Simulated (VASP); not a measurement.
# Au (Pm-3m) in VASP: notebook

The runs below take Au through single point, relaxation of cell and atoms, with PBE.

All numbers are computed with VASP 6.6.1; they aren't measurements. Logs are shortened: lines on timing, memory, paths and dates and some standing lists are left out, and cuts for length are marked.

**1. The cell of the first run**

It takes space group Pm-3m (No. 221, cubic). The conventional cell has a = 2.748 Å, b = 2.748 Å, c = 2.748 Å, α = 90.00°, β = 90.00°, γ = 90.00°. Within 3.6 Å of Au (site symmetry m-3m) lie 6 Au at 2.75 Å.

This isn't the form of Au at room conditions, which is fcc.

**2. Single point, PBE**

Input file INCAR:

```
PREC     = Accurate       # precision mode
ENCUT    = 520            # plane-wave cutoff, eV
EDIFF    = 1E-6           # SCF threshold, eV
ISMEAR   = -1             # smearing method
SIGMA    = 0.1            # smearing width, eV
LREAL    = F              # projectors in reciprocal space
LASPH    = T              # aspherical terms in the spheres
NELM     = 80             # most SCF steps
ALGO     = Normal         # electronic algorithm
ISIF     = 2              # what is computed and relaxed
LWAVE    = F              # write WAVECAR
LCHARG   = T              # write CHGCAR
GGA      = PE             # functional
LELF     = T              # ELF
LVHAR    = T            
NBANDS   = 12             # bands
```

Input file KPOINTS:

```
regular mesh
0
Gamma
  19 19 19
```

Input file POSCAR:

```
Au
1.0
    2.7480262578      0.0000000000      0.0000000000
    0.0000000000      2.7480262578      0.0000000000
    0.0000000000      0.0000000000      2.7480262578
Au
1
Direct
    0.0000000000      0.0000000000      0.0000000000
```

Potentials or basis: VASP PAW PBE potentials, release 64 (Au).

Launch:

```console
$ cat potpaw_PBE.64/Au/POTCAR > POTCAR
$ mpirun -np 1 vasp_std > vasp.out
```

OUTCAR:

```text
PREC = Accurate
   ENCUT = 520
   EDIFF = 1E-6
   ISMEAR = -1
   LREAL = F
   LASPH = T
   NELM = 80
   ISIF = 2
   GGA = PE

 ion  position               nearest neighbor table
   1  0.000  0.000  0.000-

  LATTYP: Found a simple cubic cell.
 ALAT       =     2.7480262578

  Lattice vectors:

 A1 = (   2.7480262578,   0.0000000000,   0.0000000000)
 A2 = (   0.0000000000,   2.7480262578,   0.0000000000)
 A3 = (   0.0000000000,   0.0000000000,   2.7480262578)

Analysis of symmetry for initial positions (statically):
=====================================================================
 Subroutine PRICEL returns:
 Original cell was already a primitive cell.

 Routine SETGRP: Setting up the symmetry group for a
 simple cubic supercell.

 Subroutine GETGRP returns: Found 48 space group operations
 (whereof 48 operations were pure point group operations)
 out of a pool of 48 trial point group operations.

The static configuration has the point symmetry O_h .

Analysis of symmetry for dynamics (positions and initial velocities):
=====================================================================
 Subroutine PRICEL returns:
 Original cell was already a primitive cell.

 Routine SETGRP: Setting up the symmetry group for a
 simple cubic supercell.

 Subroutine GETGRP returns: Found 48 space group operations
 (whereof 48 operations were pure point group operations)
 out of a pool of 48 trial point group operations.

The dynamic configuration has the point symmetry O_h .

 Subroutine INISYM returns: Found 48 space group operations
 (whereof 48 operations are pure point group operations),
 and found     1 'primitive' translations

----------------------------------------------------------------------------------------

                                     Primitive cell

  volume of cell :      20.7521

  direct lattice vectors                    reciprocal lattice vectors
     2.748026258  0.000000000  0.000000000     0.363897542  0.000000000  0.000000000
     0.000000000  2.748026258  0.000000000     0.000000000  0.363897542  0.000000000
     0.000000000  0.000000000  2.748026258     0.000000000  0.000000000  0.363897542

  length of vectors
     2.748026258  2.748026258  2.748026258     0.363897542  0.363897542  0.363897542

  position of ions in fractional coordinates (direct lattice)
     0.000000000  0.000000000  0.000000000

  ion indices of the primitive-cell ions
   primitive index   ion index
                 1           1

----------------------------------------------------------------------------------------

 KPOINTS: regular mesh

Automatic generation of k-mesh.
 Grid dimensions read from file:
 generate k-points for:   19   19   19

 Generating k-lattice:

  Cartesian coordinates                     Fractional coordinates (reciprocal lattice)
     0.019152502  0.000000000  0.000000000     0.052631579  0.000000000  0.000000000
     0.000000000  0.019152502  0.000000000     0.000000000  0.052631579  0.000000000
     0.000000000  0.000000000  0.019152502     0.000000000  0.000000000  0.052631579

  Length of vectors
     0.019152502  0.019152502  0.019152502

  Shift w.r.t. Gamma in fractional coordinates (k-lattice)
     0.000000000  0.000000000  0.000000000

 Subroutine IBZKPT returns following result:
 ===========================================

 Found    220 irreducible k-points:

 Following reciprocal coordinates:
            Coordinates               Weight
  0.000000  0.000000  0.000000      1.000000
  0.052632  0.000000  0.000000      6.000000
  0.105263  0.000000  0.000000      6.000000
  0.157895  0.000000  0.000000      6.000000
  0.210526  0.000000  0.000000      6.000000
  0.263158  0.000000  0.000000      6.000000
[... 16 lines left out ...]
  0.263158  0.105263  0.000000     24.000000
  0.315789  0.105263  0.000000     24.000000
 [... further k-points ...]
   k-points           NKPTS =    220   k-points in BZ     NKDIM =    220   number of bands    NBANDS=     12
   number of dos      NEDOS =    301   number of ions     NIONS =      1
   total plane-waves  NPLWV =   8000
   dimension x,y,z NGX =    20 NGY =   20 NGZ =   20
   dimension x,y,z NGXF=    40 NGYF=   40 NGZF=   40
   ions per type =               1
   NGX,Y,Z   is equivalent  to a cutoff of  12.10, 12.10, 12.10 a.u.
   NGXF,Y,Z  is equivalent  to a cutoff of  24.20, 24.20, 24.20 a.u.
 SYSTEM =  unknown system
   PREC   = accura    normal or accurate (medium, high low for compatibility)
   ISTART =      0    job   : 0-new  1-cont  2-samecut
   ICHARG =      2    charge: 1-file 2-atom 10-const
   ISPIN  =      1    spin polarized calculation?
   LNONCOLLINEAR =      F non collinear calculations
   LSORBIT =      F    spin-orbit coupling
   LASPH  =      T    aspherical Exc in radial PAW
   ENCUT  =  520.0 eV  38.22 Ry    6.18 a.u.   5.11  5.11  5.11*2*pi/ulx,y,z
   NELM   =     80;   NELMIN=  2; NELMDL= -5     # of ELM steps
   EDIFF  = 0.1E-05   stopping-criterion for ELM
   LREAL  =      F    real-space projection
   EDIFFG = 0.1E-04   stopping-criterion for IOM
   NSW    =      0    number of steps for IOM
   IBRION =     -1    ionic relax: 0-MD 1-quasi-New 2-CG
   NFREE  =      0    steps in history (QN), initial steepest desc. (CG)
   ISIF   =      2    stress and relaxation
   ISYM   =      2    0-nonsym 1-usesym 2-fastsym
   POTIM  = 0.5000    time-step for ionic-motion
   TEBEG  =    0.0;   TEEND  =   0.0 temperature during run
   PSTRESS=    0.0 pullay stress
   NELECT =      11.0000    total number of electrons
   NUPDOWN=      -1.0000    fix difference up-down
   EMIN   =  10.00;   EMAX   =-10.00  energy-range for DOS
   EFERMI =   0.00;   METHOD = LEGACY
   ISMEAR =    -1;   SIGMA  =   0.10  broadening in eV -4-tet -1-fermi 0-gaus
   EFERMI_NEDOS =   21; number of points for ismear=-14 and -15
   IALGO  =     38    algorithm
   IMIX   =      4    mixing-type and parameters
     AMIX     =   0.40;   BMIX     =  1.00
     AMIX_MAG =   1.60;   BMIX_MAG =  1.00
  volume/ion in A,a.u.               =      20.75       140.04
  Fermi-wavevector in a.u.,A,eV,Ry     =   1.324905  2.503708 23.883315  1.755374
  Thomas-Fermi vector in A             =   2.454406
   LORBIT       =      0    0 simple, 1 ext, 2 COOP (PROOUT), +10 PAW based schemes
   GGA     = PE    functional components
   LHFCALC =     F    Hartree Fock is set to
   AEXX    =    0.0000 exact exchange contribution
   IVDW    =     0    specifies the selected vdW correction
   LEPSILON=     F    determine dielectric tensor
   LRPA    =     F    only Hartree local field effects (RPA)
 non-spin polarized calculation
  energy-cutoff  :      520.00
  volume of cell :       20.75
 maximum number of plane-waves:       587
   NGX = 11   NGY = 11   NGZ = 11

 number of electron      10.9999996 magnetization

 Free energy of the ion-electron system (eV)
  ---------------------------------------------------
  ext. energy  EPLUGINS =         0.00000000
  ---------------------------------------------------
  free energy    TOTEN  =        -3.02725592 eV

  energy without entropy =       -3.01698473  energy(sigma->0) =       -3.02212033

 E-fermi :   6.2471     XC(G=0): -11.4273

 val. band max:        6.2437381494   @ k =   0.3684   0.3158   0.1579
 cond. band min:       6.2878195305   @ k =   0.4737   0.1053   0.0000
 fundamental gap:      0.0440813811
 Fermi energy:         6.2470713380

 k-point     1 :       0.0000    0.0000    0.0000
  band No.  band energies     occupation
      1      -1.4730      2.00000
      2       0.6706      2.00000
      3       0.6706      2.00000
      4       4.8320      2.00000
      5       4.8320      2.00000
      6       4.8320      2.00000
      7      20.1180      0.00000
      8      20.1180      0.00000
      9      20.1180      0.00000
     10      24.9271      0.00000
     11      27.3608      0.00000
     12      27.3608      0.00000

 k-point     2 :       0.0526    0.0000    0.0000
  band No.  band energies     occupation
      1      -1.4053      2.00000
      2       0.6808      2.00000
      3       0.7226      2.00000
      4       4.7873      2.00000
      5       4.7873      2.00000
      6       4.8356      2.00000
      7      19.5208      0.00000
      8      20.2285      0.00000
      9      20.2285      0.00000
     10      25.2876      0.00000
     11      27.1302      0.00000
     12      27.6848      0.00000

 k-point     3 :       0.1053    0.0000    0.0000
  band No.  band energies     occupation
      1      -1.2112      2.00000
      2       0.7104      2.00000
      3       0.8833      2.00000
      4       4.6605      2.00000
      5       4.6605      2.00000
      6       4.8460      2.00000
      7      18.2112      0.00000
      8      20.5507      0.00000
      9      20.5507      0.00000
     10      25.7496      0.00000
     11      26.5449      0.00000
     12      28.7851      0.00000
[... 286 lines left out ...]
 k-point    23 :       0.2632    0.1053    0.0000
  band No.  band energies     occupation
      1       0.0292      2.00000
      2       1.0605      2.00000
      3       2.2285      2.00000
      4       3.8649      2.00000
      5       4.0324      2.00000
      6       4.7438      2.00000
      7      13.9442      0.00000
      8      20.1830      0.00000
      9      22.9323      0.00000
     10      24.5939      0.00000
     11      27.4971      0.00000
     12      31.1711      0.00000

 k-point    24 :       0.3158    0.1053    0.0000
  band No.  band energies     occupation
      1       0.3220      2.00000
      2       1.1339      2.00000
      3       2.8117      2.00000
      4       3.8178      2.00000
      5       3.8484      2.00000
      6       4.7673      2.00000
      7      12.4487      0.00000
      8      20.8257      0.00000
      9      23.7580      0.00000
     10      24.0401      0.00000
     11      26.8603      0.00000
     12      31.0247      0.00000

 [... further k-points ...]

------------------------ aborting loop because EDIFF is reached ----------------------------------------

  FORCE on cell =-STRESS in cart. coord.  units (eV):
  Direction    XX          YY          ZZ          XY          YZ          ZX
  --------------------------------------------------------------------------------------
  -------------------------------------------------------------------------------------
  Total       -0.0233439     -0.0233439     -0.0233439      0.0000000      0.0000000     -0.0000000
  in kB       -1.8022794     -1.8022794     -1.8022794      0.0000000      0.0000000     -0.0000000
  external PRESSURE =      -1.8022794 kB  Pullay stress =       0.0000000 kB

 VOLUME and BASIS-vectors are now :
 -----------------------------------------------------------------------------
  energy-cutoff  :      520.00
  volume of cell :       20.75
      direct lattice vectors                 reciprocal lattice vectors
     2.748026258  0.000000000  0.000000000     0.363897542  0.000000000  0.000000000
     0.000000000  2.748026258  0.000000000     0.000000000  0.363897542  0.000000000
     0.000000000  0.000000000  2.748026258     0.000000000  0.000000000  0.363897542

 POSITION                                       TOTAL-FORCE (eV/Angst)
 -----------------------------------------------------------------------------------
      0.00000      0.00000      0.00000         0.000000      0.000000      0.000000
 -----------------------------------------------------------------------------------
    total drift:                               -0.000000     -0.000000     -0.000000

  FREE ENERGIE OF THE ION-ELECTRON SYSTEM (eV)
  ---------------------------------------------------
  free  energy   TOTEN  =        -3.0272559233 eV

  energy  without entropy=       -3.0169847341  energy(sigma->0) =       -3.02212033
```

It took 22 s on 1 thread of AMD EPYC 7R13 (Zen 3), shared host; peak memory 0.14 GiB.

What came out:

| Quantity | Value |
| --- | --- |
| Free energy | -3.0273 eV |
| Pressure | -0.2 GPa |
| Band gap on the k mesh | zero (an odd number of electrons rules out a gap without spin polarisation) |

Levels at points of the mesh, in eV from the Fermi level:
```csv
k point,band 2,band 3,band 4,band 5,band 6,band 7,band 8,band 9,band 10,band 11
"(0.00, 0.00, 0.00)",-5.58,-5.58,-1.42,-1.42,-1.42,13.87,13.87,13.87,18.68,21.11
```

Caveat: spin-orbit coupling is left out, which moves the levels of the heavy elements.

**3. Relaxation of cell and atoms, PBE**

This run uses another cell than the first one, of 18.31 Å³/atom.

Input file INCAR:

```
ALGO = Normal
EDIFF = 1E-6
EDIFFG = -0.01
ENCUT = 600
GGA = PE
IBRION = 2
ISIF = 3
ISMEAR = -1
LASPH = True
LCHARG = False
LREAL = False
LWAVE = False
NELM = 60
NSW = 80
PREC = Accurate
SIGMA = 0.1
```

Input file KPOINTS:

```
k-points
0
Gamma
  12 12 12
```

Input file POSCAR:

```
Au
1.0
    2.6358905191      0.0000000000      0.0000000000
    0.0000000000      2.6358905191      0.0000000000
    0.0000000000      0.0000000000      2.6358905191
Au
1
Direct
    0.0000000000      0.0000000000      0.0000000000
```

Potentials or basis: VASP PAW PBE potentials, release 64 (Au).

Launch:

```console
$ cat potpaw_PBE.64/Au/POTCAR > POTCAR
$ mpirun -np 1 vasp_std > vasp.out
```

Run time: 60 s. Hardware: 1 thread of AMD EPYC 7R13 (Zen 3), shared host; peak memory 0.13 GiB.

Results (log left out):

```yaml
Free_energy: -3.0252 eV
Relaxed_volume: 20.71 Å³/atom
Relaxed_cell: a = 2.746 Å, b = 2.746 Å, c = 2.746 Å, α = 90.00°, β = 90.00°, γ = 90.00°
Space_group_after_relaxing_to_0.1_Å: Pm-3m (No. 221)
Energy_gained_by_relaxing: 120.1 meV/atom
Ionic_steps: 18
Pressure_after_relaxing: 0.0 GPa
Band_gap_on_the_k_mesh: zero (an odd number of electrons rules out a gap without spin polarisation)
```

Step by step:
| step | energy change (eV) | largest force (eV/Å) | pressure (GPa) | volume (Å³) |
| --- | --- | --- | --- | --- |
| 1 | 0.0000 | 0.0000 | 18.35 | 18.31 |
| 2 | 0.0325 | 0.0000 | -10.79 | 24.46 |
| 3 | -0.1200 | 0.0000 | -0.46 | 20.81 |
| 4 | -0.1201 | 0.0000 | -0.11 | 20.74 |
| 5 | -0.1201 | 0.0000 | 0.15 | 20.69 |
| 6 | -0.1201 | 0.0000 | 0.16 | 20.69 |
| 7 | -0.1201 | 0.0000 | 0.17 | 20.69 |
| 8 | -0.1201 | 0.0000 | 0.15 | 20.69 |
| 9 | -0.1201 | 0.0000 | 0.15 | 20.69 |
| 10 | -0.1201 | 0.0000 | 0.15 | 20.69 |
| 11 | -0.1201 | 0.0000 | 0.15 | 20.69 |
| 12 | -0.1201 | 0.0000 | 0.15 | 20.69 |
| 13 | -0.1201 | 0.0000 | 0.15 | 20.69 |
| 14 | -0.1201 | 0.0000 | 0.15 | 20.69 |
| 15 | -0.1201 | 0.0000 | 0.15 | 20.69 |
| 16 | -0.1201 | 0.0000 | 0.12 | 20.69 |
| 17 | -0.1201 | 0.0000 | 0.10 | 20.70 |
| 18 | -0.1201 | 0.0000 | 0.05 | 20.71 |

Final structure:
```
Au
1.0
     2.74606    0.00000    0.00000
     0.00000    2.74606    0.00000
     0.00000    0.00000    2.74606
Au
1
Direct
  0.00000 0.00000 0.00000
```

Levels at points of the mesh, in eV from the Fermi level:
| k point | band 1 | band 2 | band 3 | band 4 | band 5 | band 6 | band 7 | band 8 | band 9 |
| --- | --- | --- | --- | --- | --- | --- | --- | --- | --- |
| (0.00, 0.00, 0.00) | -7.77 | -5.63 | -5.63 | -1.45 | -1.45 | -1.45 | 13.85 | 13.85 | 13.85 |
| (0.50, 0.00, 0.00) | -5.70 | -5.23 | -2.88 | -2.88 | -1.32 | -0.43 | 2.04 | 16.33 | 18.43 |
| (0.50, 0.50, 0.00) | -5.56 | -4.89 | -2.62 | -2.62 | -0.31 | 3.84 | 3.84 | 6.39 | 11.46 |
| (0.50, 0.50, 0.50) | -4.90 | -4.90 | -4.90 | -0.22 | -0.22 | 8.41 | 8.41 | 8.41 | 10.16 |

Caveat: spin-orbit coupling is left out, which moves the levels of the heavy elements.

**4. Single point, PBE, non-collinear spin, zero start, spin-orbit coupling**

Input file INCAR:

```
SYSTEM = Au
PREC = Accurate ; ENCUT = 520
EDIFF = 1E-6 ; ISMEAR = -1
SIGMA = 0.1 ; LREAL = .FALSE.
LASPH = .TRUE. ; NELM = 150
ALGO = Normal ; ISIF = 2
LWAVE = .FALSE. ; LCHARG = .FALSE.
MAGMOM = 0 0 0 ; LORBIT = 11
LSORBIT = .TRUE. ; GGA_COMPAT = .FALSE.
LORBMOM = .TRUE. ; LMAXMIX = 4
GGA = PE ; NBANDS = 22
```

Input file KPOINTS:

```
regular mesh
0
G
  11 11 11
  0 0 0
```

Input file POSCAR:

```
Au
1.0
    2.7480262578      0.0000000000      0.0000000000
    0.0000000000      2.7480262578      0.0000000000
    0.0000000000      0.0000000000      2.7480262578
Au
1
Direct
    0.0000000000      0.0000000000      0.0000000000
```

Launch:

```console
$ cat potpaw_PBE.64/Au/POTCAR > POTCAR
$ mpirun -np 1 vasp_ncl > vasp.out
```

Wall time 23 s (1 thread of AMD EPYC 7R13 (Zen 3), shared host); peak memory 0.15 GiB.

It converged, with:

```
Free energy                                           : -3.3093 eV
Pressure                                              : -1.3 GPa
Net moment                                            : 0.00 μB per cell
Valence electrons inside the program's atomic spheres : Au 9.62
```

Moments on the atoms (μB; x, y, z):
```
Au  0.00 0.00 0.00
```

**5. The runs side by side**

```tsv
task	spin	cell	k mesh	cutoff (eV)	gap on the mesh (eV)	pressure (GPa)
single point	off	a = 2.748 Å, 1 atom	19 × 19 × 19	520	none	-0.2
relaxation of cell and atoms	off	relaxed from a = 2.636 Å, 1 atom	12 × 12 × 12	600	none	0.0
single point	non-collinear, zero start, SOC	a = 2.748 Å, 1 atom	11 × 11 × 11	520	-	-1.3
```

Alike in all rows: level PBE; potentials or basis VASP PAW PBE potentials, release 64 (Au); smearing fermi-dirac 0.1 eV.

Caveats: spin-orbit coupling is left out, which moves the levels of the heavy elements (at least some runs).

Absolute energies hang on the potentials; compare differences alone.
